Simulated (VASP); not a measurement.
# CoSi (CsCl type) (Pm-3m) in VASP: single point with PBEsol

Aim: the single point of CoSi (CsCl type) with PBEsol.

Everything below comes from runs of VASP 6.6.1. Logs are shortened: lines on timing, memory, paths and dates and some standing lists are left out, and cuts for length are marked.

## (1) The cell of the first run

It takes space group Pm-3m (No. 221, cubic). The conventional cell has a = 2.383 Å, b = 2.383 Å, c = 2.383 Å, α = 90.00°, β = 90.00°, γ = 90.00°. Within 2.7 Å of Co (site symmetry m-3m) lie 8 Si at 2.06 Å and 6 Co at 2.38 Å. Si (site symmetry m-3m) has 8 Co at 2.06 Å and 6 Si at 2.38 Å within 2.7 Å.

## (2) Single point, PBEsol, collinear spin, ferromagnetic start

Contents of INCAR:

```
  PREC = Accurate
  ENCUT = 520
  EDIFF = 1E-6
  ISMEAR = -1
  SIGMA = 0.08
  LREAL = F
  LASPH = T
  NELM = 150
  ALGO = Normal
  ISIF = 2
  LWAVE = F
  LCHARG = F
  ISPIN = 2
  MAGMOM = 1.7 0
  LORBIT = 11
  LMAXMIX = 4
  GGA = PS
  NBANDS = 18
```

Contents of KPOINTS:

```
regular mesh
0
Gamma
  17 17 17
```

Contents of POSCAR:

```
CoSi
1.0
    2.3825414169      0.0000000000      0.0000000000
    0.0000000000      2.3825414169      0.0000000000
    0.0000000000      0.0000000000      2.3825414169
Co Si
1 1
Direct
    0.0000000000      0.0000000000      0.0000000000
    0.5000000000      0.5000000000      0.5000000000
```

Potentials or basis: VASP PAW PBE potentials, release 64 (Co, Si).

Command:

```console
cat potpaw_PBE.64/Co/POTCAR potpaw_PBE.64/Si/POTCAR > POTCAR
mpirun -np 1 vasp_std > vasp.out
```

OUTCAR:

```text
PREC = Accurate
   ENCUT = 520
   EDIFF = 1E-6
   ISMEAR = -1
   LREAL = F
   LASPH = T
   NELM = 150
   ISIF = 2
   ISPIN = 2
   LORBIT = 11
   GGA = PS

 ion  position               nearest neighbor table
   1  0.000  0.000  0.000-   2 2.06   2 2.06   2 2.06   2 2.06   2 2.06   2 2.06   2 2.06   2 2.06

   2  0.500  0.500  0.500-   1 2.06   1 2.06   1 2.06   1 2.06   1 2.06   1 2.06   1 2.06   1 2.06

  LATTYP: Found a simple cubic cell.
 ALAT       =     2.3825414169

  Lattice vectors:

 A1 = (   2.3825414169,   0.0000000000,   0.0000000000)
 A2 = (   0.0000000000,   2.3825414169,   0.0000000000)
 A3 = (   0.0000000000,   0.0000000000,   2.3825414169)

Analysis of symmetry for initial positions (statically):
=====================================================================
 Subroutine PRICEL returns:
 Original cell was already a primitive cell.

 Routine SETGRP: Setting up the symmetry group for a
 simple cubic supercell.

 Subroutine GETGRP returns: Found 48 space group operations
 (whereof 48 operations were pure point group operations)
 out of a pool of 48 trial point group operations.

The static configuration has the point symmetry O_h .

Analysis of symmetry for dynamics (positions and initial velocities):
=====================================================================
 Subroutine PRICEL returns:
 Original cell was already a primitive cell.

 Routine SETGRP: Setting up the symmetry group for a
 simple cubic supercell.

 Subroutine GETGRP returns: Found 48 space group operations
 (whereof 48 operations were pure point group operations)
 out of a pool of 48 trial point group operations.

The dynamic configuration has the point symmetry O_h .

Analysis of structural, dynamic, and magnetic symmetry:
=====================================================================
 Subroutine PRICEL returns:
 Original cell was already a primitive cell.

 Routine SETGRP: Setting up the symmetry group for a
 simple cubic supercell.

 Subroutine GETGRP returns: Found 48 space group operations
 (whereof 48 operations were pure point group operations)
 out of a pool of 48 trial point group operations.

The overall configuration has the point symmetry O_h .

 Subroutine INISYM returns: Found 48 space group operations
 (whereof 48 operations are pure point group operations),
 and found     1 'primitive' translations

----------------------------------------------------------------------------------------

                                     Primitive cell

  volume of cell :      13.5245

  direct lattice vectors                    reciprocal lattice vectors
     2.382541417  0.000000000  0.000000000     0.419719881  0.000000000  0.000000000
     0.000000000  2.382541417  0.000000000     0.000000000  0.419719881  0.000000000
     0.000000000  0.000000000  2.382541417     0.000000000  0.000000000  0.419719881

  length of vectors
     2.382541417  2.382541417  2.382541417     0.419719881  0.419719881  0.419719881

  position of ions in fractional coordinates (direct lattice)
     0.000000000  0.000000000  0.000000000
     0.500000000  0.500000000  0.500000000

  ion indices of the primitive-cell ions
   primitive index   ion index
                 1           1
                 2           2

----------------------------------------------------------------------------------------

 KPOINTS: regular mesh

Automatic generation of k-mesh.
 Grid dimensions read from file:
 generate k-points for:   17   17   17

 Generating k-lattice:

  Cartesian coordinates                     Fractional coordinates (reciprocal lattice)
     0.024689405  0.000000000  0.000000000     0.058823529  0.000000000  0.000000000
     0.000000000  0.024689405  0.000000000     0.000000000  0.058823529  0.000000000
     0.000000000  0.000000000  0.024689405     0.000000000  0.000000000  0.058823529

  Length of vectors
     0.024689405  0.024689405  0.024689405

  Shift w.r.t. Gamma in fractional coordinates (k-lattice)
     0.000000000  0.000000000  0.000000000

 Subroutine IBZKPT returns following result:
 ===========================================

 Found    165 irreducible k-points:

 Following reciprocal coordinates:
            Coordinates               Weight
  0.000000  0.000000  0.000000      1.000000
  0.058824  0.000000  0.000000      6.000000
  0.117647  0.000000  0.000000      6.000000
  0.176471  0.000000  0.000000      6.000000
  0.235294  0.000000  0.000000      6.000000
  0.294118  0.000000  0.000000      6.000000
[... 16 lines left out ...]
  0.411765  0.117647  0.000000     24.000000
  0.470588  0.117647  0.000000     24.000000
 [... further k-points ...]
   k-points           NKPTS =    165   k-points in BZ     NKDIM =    165   number of bands    NBANDS=     18
   number of dos      NEDOS =    301   number of ions     NIONS =      2
   total plane-waves  NPLWV =   5832
   dimension x,y,z NGX =    18 NGY =   18 NGZ =   18
   dimension x,y,z NGXF=    36 NGYF=   36 NGZF=   36
   ions per type =               1   1
   NGX,Y,Z   is equivalent  to a cutoff of  12.56, 12.56, 12.56 a.u.
   NGXF,Y,Z  is equivalent  to a cutoff of  25.12, 25.12, 25.12 a.u.
 SYSTEM =  unknown system
   PREC   = accura    normal or accurate (medium, high low for compatibility)
   ISTART =      0    job   : 0-new  1-cont  2-samecut
   ICHARG =      2    charge: 1-file 2-atom 10-const
   ISPIN  =      2    spin polarized calculation?
   LNONCOLLINEAR =      F non collinear calculations
   LSORBIT =      F    spin-orbit coupling
   LASPH  =      T    aspherical Exc in radial PAW
   ENCUT  =  520.0 eV  38.22 Ry    6.18 a.u.   4.43  4.43  4.43*2*pi/ulx,y,z
   NELM   =    150;   NELMIN=  2; NELMDL= -5     # of ELM steps
   EDIFF  = 0.1E-05   stopping-criterion for ELM
   LREAL  =      F    real-space projection
   EDIFFG = 0.1E-04   stopping-criterion for IOM
   NSW    =      0    number of steps for IOM
   IBRION =     -1    ionic relax: 0-MD 1-quasi-New 2-CG
   NFREE  =      0    steps in history (QN), initial steepest desc. (CG)
   ISIF   =      2    stress and relaxation
   ISYM   =      2    0-nonsym 1-usesym 2-fastsym
   POTIM  = 0.5000    time-step for ionic-motion
   TEBEG  =    0.0;   TEEND  =   0.0 temperature during run
   PSTRESS=    0.0 pullay stress
   NELECT =      13.0000    total number of electrons
   NUPDOWN=      -1.0000    fix difference up-down
   EMIN   =  10.00;   EMAX   =-10.00  energy-range for DOS
   EFERMI =   0.00;   METHOD = LEGACY
   ISMEAR =    -1;   SIGMA  =   0.08  broadening in eV -4-tet -1-fermi 0-gaus
   EFERMI_NEDOS =   21; number of points for ismear=-14 and -15
   IALGO  =     38    algorithm
   IMIX   =      4    mixing-type and parameters
     AMIX     =   0.40;   BMIX     =  1.00
     AMIX_MAG =   1.60;   BMIX_MAG =  1.00
  volume/ion in A,a.u.               =       6.76        45.63
  Fermi-wavevector in a.u.,A,eV,Ry     =   1.615656  3.053147 35.515878  2.610343
  Thomas-Fermi vector in A             =   2.710368
   LORBIT       =     11    0 simple, 1 ext, 2 COOP (PROOUT), +10 PAW based schemes
   GGA     = PS    functional components
   LHFCALC =     F    Hartree Fock is set to
   AEXX    =    0.0000 exact exchange contribution
   IVDW    =     0    specifies the selected vdW correction
   LEPSILON=     F    determine dielectric tensor
   LRPA    =     F    only Hartree local field effects (RPA)
 spin polarized calculation
  energy-cutoff  :      520.00
  volume of cell :       13.52
 maximum number of plane-waves:       380
 NGX is ok and might be reduce to    18
   NGX =  9   NGY =  9   NGZ =  9

 number of electron      12.9999994 magnetization      -0.0489831

 number of electron      12.9999994 magnetization       0.0010764

 Free energy of the ion-electron system (eV)
  ---------------------------------------------------
  ext. energy  EPLUGINS =         0.00000000
  ---------------------------------------------------
  free energy    TOTEN  =       -10.35719109 eV

  energy without entropy =      -10.33332889  energy(sigma->0) =      -10.34525999

 E-fermi :  21.9774     XC(G=0): -15.5874

 val. band max:       21.9761960321   @ k =   0.3529   0.2353   0.0588
 cond. band min:      21.9959939615   @ k =   0.3529   0.1765   0.0588
 fundamental gap:      0.0197979294
 Fermi energy:        21.9773621392

 spin component 1

 k-point     1 :       0.0000    0.0000    0.0000
  band No.  band energies     occupation
      1       2.9744      1.00000
      2      14.3321      1.00000
      3      14.3321      1.00000
      4      19.4345      1.00000
      5      19.4345      1.00000
      6      19.4345      1.00000
[... 10 lines left out ...]
     17      49.5764      0.00000
     18      49.5764      0.00000
[... 463 lines left out ...]
 k-point    24 :       0.4706    0.1176    0.0000
  band No.  band energies     occupation
      1       8.6427      1.00000
      2       9.9468      1.00000
      3      16.0381      1.00000
      4      16.8074      1.00000
      5      17.2542      1.00000
      6      19.4382      1.00000
[... 10 lines left out ...]
     17      52.1037      0.00000
     18      59.1743      0.00000

 [... further k-points ...]

 spin component 2

 k-point     1 :       0.0000    0.0000    0.0000
  band No.  band energies     occupation
      1       2.9745      1.00000
      2      14.3330      1.00000
      3      14.3330      1.00000
      4      19.4350      1.00000
      5      19.4350      1.00000
      6      19.4350      1.00000
[... 10 lines left out ...]
     17      49.5765      0.00000
     18      49.5765      0.00000
[... 463 lines left out ...]
 k-point    24 :       0.4706    0.1176    0.0000
  band No.  band energies     occupation
      1       8.6427      1.00000
      2       9.9469      1.00000
      3      16.0392      1.00000
      4      16.8078      1.00000
      5      17.2545      1.00000
      6      19.4387      1.00000
[... 10 lines left out ...]
     17      52.1038      0.00000
     18      59.0899      0.00000

 [... further k-points ...]
[... 5 lines left out ...]
  --------------------------------------------------------------------------------------
  -------------------------------------------------------------------------------------
  Total       23.2668495     23.2668495     23.2668495      0.0000000      0.0000000      0.0000000
  in kB     2756.3019067   2756.3019067   2756.3019067      0.0000000      0.0000000      0.0000000
  external PRESSURE =    2756.3019067 kB  Pullay stress =       0.0000000 kB

 VOLUME and BASIS-vectors are now :
 -----------------------------------------------------------------------------
  energy-cutoff  :      520.00
  volume of cell :       13.52
      direct lattice vectors                 reciprocal lattice vectors
     2.382541417  0.000000000  0.000000000     0.419719881  0.000000000  0.000000000
     0.000000000  2.382541417  0.000000000     0.000000000  0.419719881  0.000000000
     0.000000000  0.000000000  2.382541417     0.000000000  0.000000000  0.419719881

 POSITION                                       TOTAL-FORCE (eV/Angst)
 -----------------------------------------------------------------------------------
      0.00000      0.00000      0.00000         0.000000      0.000000      0.000000
      1.19127      1.19127      1.19127         0.000000      0.000000      0.000000
 -----------------------------------------------------------------------------------
    total drift:                               -0.000000     -0.000000      0.000000

  FREE ENERGIE OF THE ION-ELECTRON SYSTEM (eV)
  ---------------------------------------------------
  free  energy   TOTEN  =       -10.3571910885 eV

  energy  without entropy=      -10.3333288868  energy(sigma->0) =      -10.34525999

 total charge

# of ion       s       p       d       tot
------------------------------------------
    1        0.722   1.281   8.332  10.335
    2        0.758   1.292   0.000   2.050
--------------------------------------------------
tot          1.481   2.572   8.332  12.385

 magnetization (x)

# of ion       s       p       d       tot
------------------------------------------
    1        0.000   0.000   0.001   0.001
    2        0.000   0.000   0.000   0.000
--------------------------------------------------
tot          0.000   0.000   0.001   0.001
```

Wall time 28 s (1 thread of Intel Xeon 6975P-C (Granite Rapids), shared host); peak memory 0.17 GiB.

Results:

* Free energy: -10.3572 eV
* Pressure: 275.6 GPa
* Net moment: 0.00 μB per cell
* Valence electrons inside the program's atomic spheres: Co 10.34; Si 2.05

Levels at points of the mesh, in eV from the Fermi level:
Spin up:
| k point | band 2 | band 3 | band 4 | band 5 | band 6 | band 7 | band 8 | band 9 | band 10 | band 11 |
| --- | --- | --- | --- | --- | --- | --- | --- | --- | --- | --- |
| (0.00, 0.00, 0.00) | -7.65 | -7.65 | -2.54 | -2.54 | -2.54 | 4.75 | 4.75 | 4.75 | 8.93 | 8.93 |
Spin down:
```csv
k point,band 2,band 3,band 4,band 5,band 6,band 7,band 8,band 9,band 10,band 11
"(0.00, 0.00, 0.00)",-7.64,-7.64,-2.54,-2.54,-2.54,4.75,4.75,4.75,8.93,8.93
```

Caveat: the starting moments collapsed, and a magnetic state may lie lower; the PAW data sets were made with another functional, which shifts forces and pressure a little.
